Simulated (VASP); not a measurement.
# SnTe: single point with PBEsol

System: SnTe, a slab with vacuum.

```
Sn Te
1.0
     4.45597    0.00000    0.00000
     0.00000    4.45597    0.00000
     0.00000    0.00000   28.60340
Sn Te
5 5
Direct
  0.50000 0.50000 0.28602
  0.00000 0.00000 0.38701
  0.50000 0.50000 0.50000
  0.00000 0.00000 0.61299
  0.50000 0.50000 0.71397
  0.00000 0.00000 0.28146
  0.50000 0.50000 0.38972
  0.00000 0.00000 0.50000
  0.50000 0.50000 0.61028
  0.00000 0.00000 0.71854
```

| Item | Value |
| --- | --- |
| Program | VASP 6.6.1 |
| Task | single point |
| Functional | PBEsol |
| Potentials or basis | VASP PAW PBE potentials, release 64 (Sn_d, Te) |
| Cutoff | 520 eV |
| k mesh | 8 × 8 × 1 |
| Occupations | gaussian, width 0.05 eV |
| Spin | no spin polarisation |
| Dipole correction | yes |
| Further INCAR settings | ALGO = Normal; EDIFF = 1e-07; NBANDS = 61 |

```
Largest force          : 0.009 eV/Å
Band gap on the k mesh : 0.28 eV
```

Forces on the atoms (eV/Å):
```
Sn   0.000  0.000 -0.009
Sn   0.000  0.000  0.007
Sn   0.000  0.000  0.000
Sn   0.000  0.000 -0.007
Sn   0.000  0.000  0.009
Te   0.000  0.000 -0.008
Te   0.000  0.000  0.008
Te   0.000  0.000  0.000
Te   0.000  0.000 -0.008
Te   0.000  0.000  0.008
```

Levels at points of the mesh, in eV from the valence-band top:
```
           k point  band 47  band 48  band 49  band 50  band 51  band 52  band 53  band 54
(0.00, 0.00, 0.00)    -2.01    -2.01    -1.45    -0.84     1.11     2.14     2.28     2.35
(0.50, 0.00, 0.00)    -0.75    -0.47    -0.25     0.00     0.28     0.33     0.59     0.71
(0.50, 0.50, 0.00)    -3.05    -1.97    -1.92    -0.69     1.00     2.45     2.56     2.58
```

Wall time 25 min on 1 thread of Intel(R) Xeon(R) Platinum 8259CL CPU @ 2.50GHz (Skylake/Cascade Lake) (shared host), peak memory 0.83 GiB.

Caveat: the PAW data sets were made with another functional, which shifts forces and pressure a little; spin-orbit coupling is left out, which moves the levels of the heavy elements.
